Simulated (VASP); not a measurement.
BeTe:

```xyz
2
Lattice="0.0000 2.7514 2.7514 2.7514 0.0000 2.7514 2.7514 2.7514 0.0000" Properties=species:S:1:pos:R:3 pbc="T T T"
Te    4.1271    4.1271    4.1271
Be    0.0000    0.0000    0.0000
```

This cell differs from its parent crystal: volume scaled by 0.98.

Base run:

* Program: VASP 6.6.1
* Functional: PBEsol
* Potentials or basis: VASP PAW PBE potentials, release 64 (Te, Be)
* Cutoff: 520 eV
* k mesh: 8 × 8 × 8
* Occupations: fermi-dirac, width 0.05 eV
* Spin: no spin polarisation

Its results: band gap on the k mesh 1.67 eV, indirect (least direct gap 3.53 eV); pressure 4.0 GPa.

Question: The run is repeated on the same cell with these changes: dispersion from none to D3(BJ). What comes out?

Answer: Band gap on the k mesh 1.67 eV, indirect (least direct gap 3.53 eV); pressure 1.5 GPa.

Dispersion adds attraction, which lowers the pressure at fixed volume and, as a term added to the energy, leaves the levels alone.

Caveats: the PAW data sets were made with another functional, which shifts forces and pressure a little; spin-orbit coupling is left out, which moves the levels of the heavy elements.

A k mesh can miss the band edges.
